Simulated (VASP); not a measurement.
Write the native input for VASP 6.6.1 that does the following.

```yaml
Task: single point
Functional: LDA
Potentials_or_basis: VASP PAW LDA potentials, release 64 (Ba_sv, O, Zr_sv)
Cutoff: 600 eV
k_mesh: 4 × 4 × 4
Occupations: gaussian, width 0.1 eV
Spin: no spin polarisation
Dipole_correction: no
Further_INCAR_settings: ALGO = Normal; EDIFF = 1e-06; NBANDS = 28
```

The structure of BaZrO3 (l.eB) lies in POSCAR:

```
BaZrO3
1.0
    3.9351221488      0.0000000000      0.0000000000
    0.0000000000      3.9351221488      0.0000000000
    0.0000000000      0.0000000000      4.3256674718
Ba O Zr
1 3 1
Direct
    0.0000000000      0.0000000000      0.0000000000
    0.5000000000      0.5000000000      0.0000000000
    0.0000000000      0.5000000000      0.5000000000
    0.5000000000      0.0000000000      0.5000000000
    0.5000000000      0.5000000000      0.5000000000
```

These files were run (other wordings do the same):

INCAR

```
SYSTEM = BaZrO3
ALGO = Normal
EDIFF = 1E-6
ENCUT = 600
GGA_COMPAT = .FALSE.
ISIF = 2
ISMEAR = 0
LASPH = .TRUE.
LCHARG = .TRUE.
LELF = .TRUE.
LREAL = .FALSE.
LVHAR = .TRUE.
LWAVE = .FALSE.
NBANDS = 28
NELM = 120
PREC = Accurate
SIGMA = 0.1
```

KPOINTS

```
k-points
0
G
  4 4 4
  0 0 0
```

Potentials or basis: VASP PAW LDA potentials, release 64 (Ba_sv, O, Zr_sv).

Command:

```sh
$ cat potpaw_LDA.64/Ba_sv/POTCAR potpaw_LDA.64/O/POTCAR potpaw_LDA.64/Zr_sv/POTCAR > POTCAR
$ mpirun -np 1 vasp_std > vasp.out
```

It gave:

| Property | Result |
| --- | --- |
| Pressure | 17.5 GPa |
| Band gap on the k mesh | 2.98 eV, indirect (least direct gap 3.04 eV) |

Caveat: spin-orbit coupling is left out, which moves the levels of the heavy elements.

It took 67 s on 1 thread of AMD EPYC 7R13, on a shared host, peak memory 0.16 GiB.
